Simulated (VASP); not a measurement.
NaF:

```
Na F
1.0
     0.00000    2.57709    2.57709
     2.57709    0.00000    2.57709
     2.57709    2.57709    0.00000
Na F
1 1
Direct
  0.00000 0.00000 0.00000
  0.25000 0.25000 0.25000
```

- Program: VASP 6.6.1
- Task: relaxation of cell and atoms
- Functional: r2SCAN
- Potentials or basis: VASP PAW PBE potentials, release 64 (Na_pv, F)
- Cutoff: 600 eV
- k mesh: 8 × 8 × 8
- Occupations: fermi-dirac, width 0.02 eV
- Spin: no spin polarisation

At the start: pressure -2.3 GPa; volume 17.12 Å³/atom.

Task: How do energy, volume and symmetry change on relaxing?

Result: Over 5 steps the energy falls by 9.0 meV/atom and the volume is 16.01 Å³/atom (-6.4 %); space group F-43m (No. 216, to 0.1 Å) before and after.

Step by step:
```csv
step,energy change (eV),largest force (eV/Å),pressure (GPa),volume (Å³)
1,0.0000,0.0000,-2.27,34.23
2,-0.0136,0.0000,-1.18,33.04
3,-0.0172,0.0000,-0.51,32.42
4,-0.0156,0.0000,1.17,31.19
5,-0.0181,0.0000,-0.01,32.03
```

Final structure:
```cif
data_structure
_symmetry_space_group_name_H-M 'P 1'
_symmetry_Int_Tables_number 1
_cell_length_a 3.5647
_cell_length_b 3.5647
_cell_length_c 3.5647
_cell_angle_alpha 60.000
_cell_angle_beta 60.000
_cell_angle_gamma 60.000
_cell_volume 32.03
loop_
_atom_site_label
_atom_site_type_symbol
_atom_site_fract_x
_atom_site_fract_y
_atom_site_fract_z
_atom_site_occupancy
Na1 Na 0.00000 0.00000 0.00000 1
F1 F 0.25000 0.25000 0.25000 1
```

Caveat: the PAW data sets were made with another functional, which shifts forces and pressure a little.
